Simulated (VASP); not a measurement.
Write the native input for VASP 6.6.1 that does the following.

```
Task                   : single point
Functional             : PBE
Potentials or basis    : VASP PAW PBE potentials, release 64 (Au)
Cutoff                 : 520 eV
k mesh                 : 18 × 18 × 10
Occupations            : gaussian, width 0.15 eV
Spin                   : no spin polarisation
Dipole correction      : no
Further INCAR settings : ALGO = Fast; EDIFF = 1e-06; NBANDS = 18
```

The structure of Au lies in POSCAR:

```
Au
1.0
    2.8999984104      0.0000000000      0.0000000000
   -1.4499992052      2.5114722944      0.0000000000
    0.0000000000      0.0000000000      4.8800000000
Au
2
Direct
    0.3717938741      0.6948217366      0.7500000000
    0.6666666667      0.3333333333      0.2500000000
```

This cell differs from its parent crystal: atom 1 (Au) moved by (+0.100, +0.000) A along [1 1 0] and z.

These files were run (other wordings do the same):

INCAR

```
PREC = Accurate
ENCUT = 520
EDIFF = 1E-6
ISMEAR = 0
SIGMA = 0.15
LREAL = F
LASPH = T
NELM = 100
ALGO = Fast
ISIF = 2
LWAVE = F
LCHARG = T
GGA = PE
LELF = T
LVHAR = T
NBANDS = 18
```

KPOINTS

```
Automatic mesh
0
Gamma
  18 18 10
```

Potentials or basis: VASP PAW PBE potentials, release 64 (Au).

Run with:

```console
$ cat potpaw_PBE.64/Au/POTCAR > POTCAR
$ mpirun -np 1 vasp_std > vasp.out
```

Results of the run:

```yaml
Pressure: 1.8 GPa
Largest_force: 0.038 eV/Å
Band_gap_on_the_k_mesh: zero (band 11 reaches 12.84 eV, above the bottom of band 12 at 6.23 eV)
```

Caveat: the cell differs from its parent crystal (atom 1 (Au) moved by (+0.100, +0.000) A along [1 1 0] and z); spin-orbit coupling is left out, which moves the levels of the heavy elements.

Wall time 10 min on 1 thread of Intel(R) Xeon(R) Platinum 8259CL CPU @ 2.50GHz (Skylake/Cascade Lake) (shared host), peak memory 0.57 GiB.
